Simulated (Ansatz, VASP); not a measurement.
**B5N in VASP and in Ansatz**

The input INCAR:

```
SYSTEM = B5N
PREC = Accurate
ENCUT = 600
EDIFF = 1E-6
ISMEAR = 0
SIGMA = 0.1
LREAL = .False.
LASPH = .True.
NELM = 100
ALGO = Normal
ISIF = 3
LWAVE = .False.
LCHARG = .False.
GGA = PE
IBRION = 2
NSW = 100
EDIFFG = -0.01
```

KPOINTS

```
Automatic mesh
0
Gamma
  24 24 4
  0 0 0
```

POSCAR

```
B5N
1.0
    1.8431561491      0.0000000000      0.0000000000
   -0.9215780746      1.5962200483      0.0000000000
    0.0000000000      0.0000000000     16.5759214958
B N
5 1
Direct
    0.6666666667      0.3333333333      0.8077368500
    0.0000000000      0.0000000000      0.6992290173
    0.6666666667      0.3333333333      0.5000000000
    0.0000000000      0.0000000000      0.3007709827
    0.6666666667      0.3333333333      0.1922631500
    0.0000000000      0.0000000000      0.0000000000
```

Input for Ansatz:

```yaml
crystal:
  lattice:
    - [1.8431561491, 0.0, 0.0]
    - [-0.9215780746, 1.5962200483, 0.0]
    - [0.0, 0.0, 16.5759214958]
  atoms:
    - { symbol: B, position: [0.6666666667, 0.3333333333, 0.80773685] }
    - { symbol: B, position: [0.0, 0.0, 0.6992290173] }
    - { symbol: B, position: [0.6666666667, 0.3333333333, 0.5] }
    - { symbol: B, position: [0.0, 0.0, 0.3007709827] }
    - { symbol: B, position: [0.6666666667, 0.3333333333, 0.19226315] }
    - { symbol: "N", position: [0.0, 0.0, 0.0] }
basis:
  ecutwfc: 420
kpoints:
  mp_grid: { grid: [24, 24, 4] }
hamiltonian:
  xc: pbe
scf:
  occupations: { method: gaussian, width: 0.1 }
output:
  forces: true
  stress: true
  eigenvalues: true
relax:
  adjacent_minimum: "off"
  f_tol: 0.01
  max_steps: 80
  cell: { stress_tol: 0.05 }
```

Change from the starting cell: species swapped into the MgCd5 type (P-6m2, No. 187).

Alike in both runs: task relaxation of cell and atoms; functional PBE; k mesh 24 × 24 × 4; occupations gaussian, width 0.1 eV; no spin polarisation.

|  | VASP | Ansatz |
| --- | --- | --- |
| version | VASP 6.6.1 | Ansatz 0.2.0 |
| potentials or method | VASP PAW PBE potentials, release 64 (B, N), cutoff 600 eV | scalar-relativistic, plane waves, PAW |
| valence electrons in the cell | 20 | 20 |

|  | VASP | Ansatz | Ansatz less VASP |
| --- | --- | --- | --- |
| gap on the k mesh at the Fermi level, each at its own relaxed structure (eV) | none | none | - |
| relaxed volume (Å³/atom) | 8.26 | 8.25 | -0.014 |
| relaxed cell length with the largest relative difference (Å) | 16.875 | 16.840 | -0.0351 |

A gap of «none» marks a metal or a gap that the smearing closes.
